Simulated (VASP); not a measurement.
Input of a VASP 6.6.1 run:

INCAR

```
SYSTEM = Ca
ALGO = Fast
EDIFF = 1E-6
ENCUT = 520
GGA = PE
ISIF = 2
ISMEAR = 0
LASPH = .True.
LCHARG = .False.
LREAL = .False.
LWAVE = .False.
NBANDS = 72
NELM = 100
PREC = Accurate
SIGMA = 0.1
```

Contents of KPOINTS:

```
k-points
0
Gamma
  3 3 3
  0 0 0
```

POSCAR

```
Ca
1.0
    4.5426968138      2.6227272283      7.7471249673
   -4.5426968138      2.6227272283      7.7471249673
    0.0000000000     -5.2454544565      7.7471249673
Ca
12
Direct
    0.0101900000      0.6536100000      0.0101900000
    0.0101900000      0.0101900000      0.6536100000
    0.6536100000      0.0101900000      0.0101900000
    0.9898100000      0.3463900000      0.9898100000
    0.3463900000      0.9898100000      0.9898100000
    0.9898100000      0.9898100000      0.3463900000
    0.2211800000      0.6306000000      0.2211800000
    0.2211800000      0.2211800000      0.6306000000
    0.6306000000      0.2211800000      0.2211800000
    0.7788200000      0.3694000000      0.7788200000
    0.3694000000      0.7788200000      0.7788200000
    0.7788200000      0.7788200000      0.3694000000
```

Potentials or basis: VASP PAW PBE potentials, release 64 (Ca_sv).

Launch:

```console
$ cat potpaw_PBE.64/Ca_sv/POTCAR > POTCAR
$ mpirun -np 1 vasp_std > vasp.out
```

(1) Predict the pressure.

(2) What does it give for the band gap on the k mesh?

(3) Predict the largest force.

Answers

(1) 5.6 GPa.

(2) zero (bands 60 and 61 overlap by 0.06 eV).

(3) 1.385 eV/Å.

Caveat: the cell stands under pressure; forces of over 1 eV/Å act on the atoms, so gaps and moduli don't describe the material at rest.
